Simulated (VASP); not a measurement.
The system is Pt2F.

```
Pt F
1.0
     1.41888    0.81919    5.49369
    -1.41888    0.81919    5.49369
     0.00000   -1.63838    5.49369
Pt F
2 1
Direct
  0.74840 0.74840 0.74840
  0.58490 0.58490 0.58490
  0.00000 0.00000 0.00000
```

```yaml
Program: VASP 6.6.1
Task: relaxation of cell and atoms
Functional: PBE
Potentials_or_basis: VASP PAW PBE potentials, release 64 (Pt, F)
Cutoff: 600 eV
k_mesh: 6 × 6 × 6
Occupations: gaussian, width 0.1 eV
Spin: no spin polarisation
```

At the start: pressure 55.4 GPa; volume 12.77 Å³/atom.

Problem. Where does the relaxation end?

Solution. Over 14 steps the energy falls by 1464.9 meV/atom and the volume is 13.96 Å³/atom (+9.3 %); space group R3m (No. 160, to 0.05 Å).

Step by step:
```
step  energy change (eV)  largest force (eV/Å)  pressure (GPa)  volume (Å³)
   1              0.0000                8.2472           55.40        38.31
   2             -0.8035                1.3266          -25.62        68.28
   3             -2.7782                2.4412          -17.39        50.48
   4             -2.8121                2.6371          -15.28        49.34
   5             -2.8207                2.8758          -12.49        48.10
   6             -4.1058                1.8368           -6.94        43.40
   7             -4.3647                0.1374            3.85        41.05
   8             -4.3878                0.1537           -2.35        42.50
   9             -4.3926                0.0998           -0.67        42.06
  10             -4.3940                0.0726            0.34        41.83
  11             -4.3941                0.0758            0.22        41.86
  12             -4.3944                0.0437           -0.17        41.92
  13             -4.3944                0.0430           -0.16        41.92
  14             -4.3946                0.0369            0.04        41.88
```

Final structure:
```
Pt F
1.0
     1.38511    0.79969    6.30147
    -1.38511    0.79969    6.30147
     0.00000   -1.59938    6.30147
Pt F
2 1
Direct
  0.77292 0.77292 0.77292
  0.55890 0.55890 0.55890
  0.00148 0.00148 0.00148
```

Caveat: the k points lie up to 0.44 Å⁻¹ apart in the final cell; an odd number of electrons without spin polarisation forces a metal; a magnetic or distorted state may lie lower.
